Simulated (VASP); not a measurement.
A run of VASP 6.6.1 is set up as follows.

Contents of INCAR:

```
PREC = Accurate ; ENCUT = 520
EDIFF = 1E-7 ; ISMEAR = -1
SIGMA = 0.05 ; LREAL = False
LASPH = True ; NELM = 60
ALGO = Normal ; ISIF = 2
LWAVE = False ; LCHARG = False
NBANDS = 26
```

KPOINTS

```
Automatic mesh
0
Gamma
  7 7 4
```

File POSCAR:

```
CdS
1.0
    4.1774842447      0.0000000000      0.0000000000
   -2.0887421223      3.6178074798      0.0000000000
    0.0000000000      0.0000000000      6.7816171943
Cd S
2 2
Direct
    0.6666666667      0.3333333333      0.5000000000
    0.3333333333      0.6666666667      0.0000000000
    0.6666666667      0.3333333333      0.8750000000
    0.3333333333      0.6666666667      0.3750000000
```

Potentials or basis: VASP PAW LDA potentials, release 64 (Cd, S).

The run is started by

```sh
$ cat potpaw_LDA.64/Cd/POTCAR potpaw_LDA.64/S/POTCAR > POTCAR
$ mpirun -np 1 vasp_std > vasp.out
```

(1) Estimate the band gap on the k mesh.

(2) Predict the largest force.

## Answers

(1) 0.89 eV, direct.

(2) 0.060 eV/Å.
